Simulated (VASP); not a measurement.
Wanted: the native input for a VASP 6.6.1 run.

```
Task                   : single point
Functional             : LDA
Potentials or basis    : VASP PAW LDA potentials, release 64 (Te, Ti_sv)
Cutoff                 : 520 eV
k mesh                 : 5 × 5 × 3
Occupations            : fermi-dirac, width 0.05 eV
Spin                   : no spin polarisation
Dipole correction      : no
Further INCAR settings : ALGO = Normal; EDIFF = 1e-07; NBANDS = 19
```

The structure of TiTe2 lies in POSCAR:

```
TiTe2
1.0
    3.7770000000      0.0000000000      0.0000000000
   -1.8885000000      3.2709779501      0.0000000000
    0.0000000000      0.0000000000      6.4980000000
Te Ti
2 1
Direct
    0.3333333333      0.6666666667      0.7372000000
    0.6666666667      0.3333333333      0.2628000000
    0.0000000000      0.0000000000      0.0000000000
```

These files were run (other wordings do the same):

INCAR

```
PREC     = Accurate       # precision mode
ENCUT    = 520            # plane-wave cutoff, eV
EDIFF    = 1E-7           # SCF threshold, eV
ISMEAR   = -1             # smearing method
SIGMA    = 0.05           # smearing width, eV
LREAL    = False          # projectors in reciprocal space
LASPH    = True           # aspherical terms in the spheres
NELM     = 60             # most SCF steps
ALGO     = Normal         # electronic algorithm
ISIF     = 2              # what is computed and relaxed
LWAVE    = False          # write WAVECAR
LCHARG   = True           # write CHGCAR
GGA      = CA             # functional
LELF     = True           # ELF
LVHAR    = True         
NBANDS   = 19             # bands
```

KPOINTS

```
Automatic mesh
0
Gamma
  5 5 3
```

Potentials or basis: VASP PAW LDA potentials, release 64 (Te, Ti_sv).

Run with:

```bash
$ cat potpaw_LDA.64/Te/POTCAR potpaw_LDA.64/Ti_sv/POTCAR > POTCAR
$ mpirun -np 1 vasp_std > vasp.out
```

Results of the run:

| Quantity | Value |
| --- | --- |
| Pressure | -4.0 GPa |
| Largest force | 0.322 eV/Å |
| Band gap on the k mesh | zero (band 12 reaches 7.01 eV, above the bottom of band 13 at 6.41 eV) |

Caveat: the k points lie up to 0.38 Å⁻¹ apart; spin-orbit coupling is left out, which moves the levels of the heavy elements.

It took 14 s on 1 thread of Intel Xeon 6975P-C (shared host), peak memory 0.17 GiB.
